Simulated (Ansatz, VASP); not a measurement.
MgSi in VASP and in Ansatz

The input INCAR:

```
SYSTEM = MgSi
PREC = Accurate
ENCUT = 520
EDIFF = 1E-6
ISMEAR = 0
SIGMA = 0.15
LREAL = .FALSE.
LASPH = .TRUE.
NELM = 80
ALGO = Normal
ISIF = 2
LWAVE = .FALSE.
LCHARG = .FALSE.
GGA = CA
NBANDS = 10
```

Contents of KPOINTS:

```
Automatic mesh
0
G
  18 18 14
  0 0 0
```

File POSCAR:

```
MgSi
1.0
    2.6648460377      0.0000000000      0.0000000000
    0.0000000000      2.6648460377      0.0000000000
    0.0000000000      0.0000000000      4.8877495747
Mg Si
1 1
Direct
    0.0000000000      0.0000000000      0.0000000000
    0.5000000000      0.5000000000      0.5000000000
```

Input for Ansatz:

```yaml
crystal:
  lattice:
    - [2.6648460377, 0.0, 0.0]
    - [0.0, 2.6648460377, 0.0]
    - [0.0, 0.0, 4.8877495747]
  atoms:
    - { symbol: Mg, position: [0.0, 0.0, 0.0] }
    - { symbol: Si, position: [0.5, 0.5, 0.5] }
basis:
  ecutwfc: 420
kpoints:
  mp_grid: { grid: [18, 18, 14] }
hamiltonian:
  xc: lda
scf:
  occupations: { method: gaussian, width: 0.15 }
output:
  forces: true
  stress: true
  eigenvalues: true
```

Alike in both runs: task single point; functional LDA; k mesh 18 × 18 × 14; occupations gaussian, width 0.15 eV; no spin polarisation.

|  | VASP | Ansatz |
| --- | --- | --- |
| version | VASP 6.6.1 | Ansatz 0.2.0 |
| potentials or method | VASP PAW LDA potentials, release 64 (Mg, Si), cutoff 520 eV | scalar-relativistic, plane waves, PAW |
| valence electrons in the cell | 6 | 14 |

Ansatz gave:

- gap on the k mesh at the Fermi level (eV): none
- pressure (GPa): -2.1
- traceless stress, the component that is largest in VASP (GPa): -9.50

**Question.** Which values does VASP return?

**Answer.** gap on the k mesh at the Fermi level (eV): none; pressure (GPa): -2.4; traceless stress, the component that is largest in VASP (GPa): -9.64.

LDA's correlation is that of Perdew and Zunger in VASP and of Perdew and Wang (1992) in Ansatz. A gap of «none» marks a metal or a gap that the smearing closes. VASP's potentials hold 6 valence electrons a cell and Ansatz's 14, so a difference there can come from the potentials and not from the codes.
